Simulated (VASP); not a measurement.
# ScH3 (Fmmm) in VASP: single point with r2SCAN

Aim: the single point of ScH3 with r2SCAN.

Program: VASP 6.6.1. These are calculated values, not measurements. Logs are shortened: lines on timing, memory, paths and dates and some standing lists are left out, and cuts for length are marked.

## Step 1: The cell of the first run

The structure is orthorhombic, space group Fmmm (No. 69). Conventional cell: a = 4.580 Å, b = 4.815 Å, c = 4.888 Å, α = 90.00°, β = 90.00°, γ = 90.00°. Within 2.7 Å of Sc (site symmetry mmm) lie 14 H at 2.06 to 2.44 Å. Within 2.7 Å of H (site symmetry 222) lie 4 Sc at 2.06 Å and 10 H at 2.06 to 2.44 Å. H (site symmetry mmm) has 8 H at 2.06 Å and 6 Sc at 2.29 to 2.44 Å within 2.7 Å.

## Step 2: Single point, r2SCAN

Input file POSCAR:

```
ScH3
1.0
   -1.6192566000      1.6192566000      2.4438240000
    1.6192566000     -1.6192566000      2.4438240000
    1.7022954000      1.7022954000     -2.4438240000
Sc H
1 3
Direct
    0.0000000000      0.0000000000      0.0000000000
    0.7500000000      0.2500000000      0.5000000000
    0.2500000000      0.7500000000      0.5000000000
    0.5000000000      0.5000000000      0.0000000000
```

Input file INCAR.step1:

```
PREC = Accurate
ENCUT = 520
ISMEAR = -1
SIGMA = 0.01
LREAL = False
LASPH = True
NELM = 80
NBANDS = 15
GGA = PE
ALGO = Normal
EDIFF = 1E-4
LWAVE = True
LCHARG = False
```

Input file INCAR.step2:

```
PREC = Accurate
ENCUT = 520
EDIFF = 1E-7
ISMEAR = -1
SIGMA = 0.01
LREAL = False
LASPH = True
NELM = 80
ALGO = Normal
ISIF = 2
LWAVE = False
LCHARG = True
METAGGA = R2SCAN
LMIXTAU = True
LELF = True
LVHAR = True
NBANDS = 15
ISTART = 1
```

Input file KPOINTS:

```
Automatic mesh
0
Gamma
  15 15 15
```

Potentials or basis: VASP PAW PBE potentials, release 64 (Sc_sv, H).

Launch:

```
$ cat potpaw_PBE.64/Sc_sv/POTCAR potpaw_PBE.64/H/POTCAR > POTCAR
$ cp INCAR.step1 INCAR
$ mpirun -np 1 vasp_std > vasp.out
$ cp INCAR.step2 INCAR
$ mpirun -np 1 vasp_std > vasp.out
```

OUTCAR:

```text
PREC = Accurate
   ENCUT = 520
   EDIFF = 1E-7
   ISMEAR = -1
   LREAL = False
   LASPH = True
   NELM = 80
   ISIF = 2
   METAGGA = R2SCAN
   ISTART = 1

 ion  position               nearest neighbor table
   1  0.000  0.000  0.000-   2 2.06   3 2.06   2 2.06   3 2.06   2 2.06   3 2.06   2 2.06   3 2.06

   2  0.750  0.250  0.500-   1 2.06   1 2.06   1 2.06   1 2.06
   3  0.250  0.750  0.500-   1 2.06   1 2.06   1 2.06   1 2.06
   4  0.500  0.500  0.000-

  LATTYP: Found a face centered orthorhombic cell.
 ALAT       =     4.5799492894
 B/A-ratio  =     1.0512820513
 C/A-ratio  =     1.0671838685

  Lattice vectors:

 A1 = (   1.7022954000,   1.7022954000,   2.4438240000)
 A2 = (   1.6192566000,  -1.6192566000,   2.4438240000)
 A3 = (   3.3215520000,   0.0830388000,   0.0000000000)

Analysis of symmetry for initial positions (statically):
=====================================================================
 Subroutine PRICEL returns:
 Original cell was already a primitive cell.

 Routine SETGRP: Setting up the symmetry group for a
 face centered orthorhombic supercell.

 Subroutine GETGRP returns: Found  8 space group operations
 (whereof  8 operations were pure point group operations)
 out of a pool of  8 trial point group operations.

The static configuration has the point symmetry D_2h.

Analysis of symmetry for dynamics (positions and initial velocities):
=====================================================================
 Subroutine PRICEL returns:
 Original cell was already a primitive cell.

 Routine SETGRP: Setting up the symmetry group for a
 face centered orthorhombic supercell.

 Subroutine GETGRP returns: Found  8 space group operations
 (whereof  8 operations were pure point group operations)
 out of a pool of  8 trial point group operations.

The dynamic configuration has the point symmetry D_2h.

 Subroutine INISYM returns: Found  8 space group operations
 (whereof  8 operations are pure point group operations),
 and found     1 'primitive' translations

----------------------------------------------------------------------------------------

                                     Primitive cell

  volume of cell :      26.9451

  direct lattice vectors                    reciprocal lattice vectors
    -1.619256600  1.619256600  2.443824000    -0.007531309  0.301252364  0.204597385
     1.619256600 -1.619256600  2.443824000     0.301252364 -0.007531309  0.204597385
     1.702295400  1.702295400 -2.443824000     0.293721055  0.293721055  0.000000000

[... 100 lines left out ...]
   EMIN   =  10.00;   EMAX   =-10.00  energy-range for DOS
   EFERMI =   0.00;   METHOD = LEGACY
   ISMEAR =    -1;   SIGMA  =   0.01  broadening in eV -4-tet -1-fermi 0-gaus
   EFERMI_NEDOS =   21; number of points for ismear=-14 and -15
   IALGO  =     38    algorithm
   IMIX   =      4    mixing-type and parameters
     AMIX     =   0.40;   BMIX     =  1.00
     AMIX_MAG =   1.60;   BMIX_MAG =  1.00
  volume/ion in A,a.u.               =       6.74        45.46
  Fermi-wavevector in a.u.,A,eV,Ry     =   1.316105  2.487079 23.567106  1.732133
  Thomas-Fermi vector in A             =   2.446241
   LORBIT       =      0    0 simple, 1 ext, 2 COOP (PROOUT), +10 PAW based schemes
   METAGGA = R2SCAN    functional components
   LHFCALC =     F    Hartree Fock is set to
   AEXX    =    0.0000 exact exchange contribution
   IVDW    =     0    specifies the selected vdW correction
   LEPSILON=     F    determine dielectric tensor
   LRPA    =     F    only Hartree local field effects (RPA)
 non-spin polarized calculation
  energy-cutoff  :      520.00
  volume of cell :       26.95
 maximum number of plane-waves:       744
 NGX is ok and might be reduce to    28
   NGX = 13   NGY = 13   NGZ = 13

 number of electron      14.0000001 magnetization

 Free energy of the ion-electron system (eV)
  ---------------------------------------------------
  ext. energy  EPLUGINS =         0.00000000
  ---------------------------------------------------
  free energy    TOTEN  =       -23.67338874 eV

  energy without entropy =      -23.67321940  energy(sigma->0) =      -23.67330407

 E-fermi :   5.6506     XC(G=0): -11.6970

 val. band max:        5.6370940176   @ k =   0.3333   0.0667  -0.0000
 cond. band min:       5.6588031931   @ k =   0.2667   0.0000  -0.0000
 fundamental gap:      0.0217091755
 Fermi energy:         5.6506472738

 k-point     1 :       0.0000    0.0000    0.0000
  band No.  band energies     occupation
      1     -47.0610      2.00000
      2     -24.5778      2.00000
      3     -24.5657      2.00000
      4     -24.5418      2.00000
      5      -6.2716      2.00000
      6       4.5216      2.00000
      7       5.5462      1.99994
      8       5.6337      1.68943
      9       5.8833      0.00000
     10       6.9855      0.00000
     11       7.3413      0.00000
     12       8.7138      0.00000
     13      17.3415      0.00000
     14      17.5611      0.00000
[... 401 lines left out ...]
      2     -24.7499      2.00000
      3     -24.6078      2.00000
      4     -24.5970      2.00000
      5      -4.7350      2.00000
      6       1.2133      2.00000
      7       3.9319      2.00000
      8       6.1384      0.00000
      9       6.6853      0.00000
     10       7.4893      0.00000
     11       8.8157      0.00000
     12       9.9872      0.00000
     13      15.1045      0.00000
     14      16.5555      0.00000
     15      18.8035      0.00000

 [... further k-points ...]

------------------------ aborting loop because EDIFF is reached ----------------------------------------

  FORCE on cell =-STRESS in cart. coord.  units (eV):
  Direction    XX          YY          ZZ          XY          YZ          ZX
  --------------------------------------------------------------------------------------
  -------------------------------------------------------------------------------------
  Total        0.0664808      0.0664808     -0.1644034     -0.2038665      0.0000000      0.0000000
  in kB        3.9529964      3.9529964     -9.7755401    -12.1220436      0.0000000      0.0000000
  external PRESSURE =      -0.6231824 kB  Pullay stress =       0.0000000 kB

 VOLUME and BASIS-vectors are now :
 -----------------------------------------------------------------------------
  energy-cutoff  :      520.00
  volume of cell :       26.95
      direct lattice vectors                 reciprocal lattice vectors
    -1.619256600  1.619256600  2.443824000    -0.007531309  0.301252364  0.204597385
     1.619256600 -1.619256600  2.443824000     0.301252364 -0.007531309  0.204597385
     1.702295400  1.702295400 -2.443824000     0.293721055  0.293721055  0.000000000

 POSITION                                       TOTAL-FORCE (eV/Angst)
 -----------------------------------------------------------------------------------
      0.00000      0.00000      0.00000         0.000000     -0.000000      0.000000
      0.04152      1.66078      1.22191        -0.000000      0.000000     -0.000000
      1.66078      0.04152      1.22191         0.000000     -0.000000     -0.000000
      0.00000      0.00000      2.44382         0.000000     -0.000000      0.000000
 -----------------------------------------------------------------------------------
    total drift:                               -0.000000     -0.000000     -0.000000

  FREE ENERGIE OF THE ION-ELECTRON SYSTEM (eV)
  ---------------------------------------------------
  free  energy   TOTEN  =       -23.6733887420 eV

  energy  without entropy=      -23.6732193955  energy(sigma->0) =      -23.67330407
```

OSZICAR.step1:

```text
N       E                     dE             d eps       ncg     rms          rms(c)
DAV:   1     0.823097808406E+02    0.82310E+02   -0.63744E+03 15560   0.978E+02
DAV:   2    -0.181416807738E+02   -0.10045E+03   -0.96743E+02 15619   0.287E+02
DAV:   3    -0.207450568370E+02   -0.26034E+01   -0.25642E+01 20515   0.544E+01
DAV:   4    -0.207791840997E+02   -0.34127E-01   -0.34122E-01 17256   0.535E+00
DAV:   5    -0.207798458872E+02   -0.66179E-03   -0.66179E-03 22291   0.814E-01    0.120E+01
DAV:   6    -0.182822518606E+02    0.24976E+01   -0.22964E+00 23091   0.243E+01    0.386E+00
DAV:   7    -0.181089684546E+02    0.17328E+00   -0.30566E-01 23663   0.704E+00    0.128E+00
DAV:   8    -0.181057357475E+02    0.32327E-02   -0.93078E-02 22222   0.519E+00    0.104E+00
DAV:   9    -0.180984546988E+02    0.72810E-02   -0.35972E-02 22567   0.378E+00    0.457E-01
DAV:  10    -0.180938764101E+02    0.45783E-02   -0.74074E-03 22330   0.162E+00    0.723E-02
DAV:  11    -0.180938980783E+02   -0.21668E-04   -0.24439E-04 15148   0.143E-01
   1 F= -.18093898E+02 E0= -.18093770E+02  d E =-.255271E-03
```

Run time: 27 min. Hardware: 1 thread of Intel Xeon Platinum 8375C at 2.90GHz (Ice Lake), shared host; peak memory 0.33 GiB.

Results:

```yaml
Free_energy: -23.6734 eV
Pressure: -0.1 GPa
Band_gap_on_the_k_mesh: zero (bands 7 and 8 overlap by 0.43 eV)
```

Stress tensor (GPa, compression positive):
```
 0.40 -1.21  0.00
-1.21  0.40  0.00
 0.00  0.00 -0.98
```

Levels at points of the mesh, in eV from the Fermi level:
```tsv
k point	band 4	band 5	band 6	band 7	band 8	band 9	band 10	band 11
(0.00, 0.00, 0.00)	-30.19	-11.92	-1.13	-0.10	-0.02	0.23	1.33	1.69
```

Caveat: the PAW data sets were made with another functional, which shifts forces and pressure a little.
